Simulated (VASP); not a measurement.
**C: relaxation of cell and atoms with LDA**

The system is C.

```
C
1.0
     1.98217    0.00000    0.00000
    -0.99109    1.71661    0.00000
     0.00000    0.00000    1.86324
C
1
Direct
  0.00000 0.00000 0.00000
```

| Quantity | Value |
| --- | --- |
| Program | VASP 6.6.1 |
| Task | relaxation of cell and atoms |
| Functional | LDA |
| Potentials or basis | VASP PAW LDA potentials, release 64 (C) |
| Cutoff | 600 eV |
| k mesh | 22 × 22 × 21 |
| Occupations | fermi-dirac, width 0.1 eV |
| Spin | no spin polarisation |
| Target pressure | 24 GPa |
| Dipole correction | no |
| Further INCAR settings | ALGO = Normal; EDIFF = 1e-06; IBRION = 2; EDIFFG = -0.005; NSW = 60; ISIF = 3 |

| Property | Result |
| --- | --- |
| Relaxed volume | 5.10 Å³/atom |
| Relaxed cell | a = 1.949 Å, b = 1.949 Å, c = 1.551 Å, α = 90.00°, β = 90.00°, γ = 120.00° |
| Space group after relaxing (to 0.1 Å) | P6/mmm (No. 191) |
| Energy change on relaxing (the run minimises the enthalpy) | -455.5 meV/atom |
| Ionic steps | 13 |
| Pressure after relaxing | 23.9 GPa |
| Band gap on the k mesh | zero (bands 2 and 3 overlap by 16.54 eV) |

Step by step:
```csv
step,energy change (eV),largest force (eV/Å),pressure (GPa),volume (Å³)
1,0.0000,0.0000,-43.53,6.34
2,0.0970,0.0000,180.98,4.15
3,-0.3758,0.0000,35.06,4.89
4,-0.4388,0.0000,33.54,5.01
5,-0.4389,0.0000,33.57,5.01
6,-0.4690,0.0000,11.88,5.23
7,-0.4551,0.0000,23.99,5.10
8,-0.4548,0.0000,24.15,5.10
9,-0.4555,0.0000,24.10,5.11
10,-0.4552,0.0000,24.15,5.10
11,-0.4552,0.0000,24.14,5.10
12,-0.4556,0.0000,23.91,5.11
13,-0.4555,0.0000,23.95,5.10
```

Final structure:
```
CELL_PARAMETERS angstrom
1.94942 0.00000 0.00000
-0.97471 1.68825 0.00000
0.00000 0.00000 1.55109
ATOMIC_POSITIONS crystal
C 0.00000 0.00000 0.00000
```

Levels at points of the mesh, in eV from the Fermi level:
| k point | band 1 | band 2 | band 3 | band 4 | band 5 |
| --- | --- | --- | --- | --- | --- |
| (0.00, 0.00, 0.00) | -23.34 | 7.62 | 7.62 | 17.25 | 28.13 |
| (0.50, 0.00, 0.00) | -12.71 | -12.62 | 2.81 | 18.12 | 19.79 |

Run time: 69 s on 1 thread of Intel Xeon 8259CL, on a shared host, peak memory 0.13 GiB.

Caveat: the cell is relaxed towards a set pressure, so the run minimises the enthalpy, not the energy; the volume moved by over 15 % at a fixed basis, so the end points are rough.
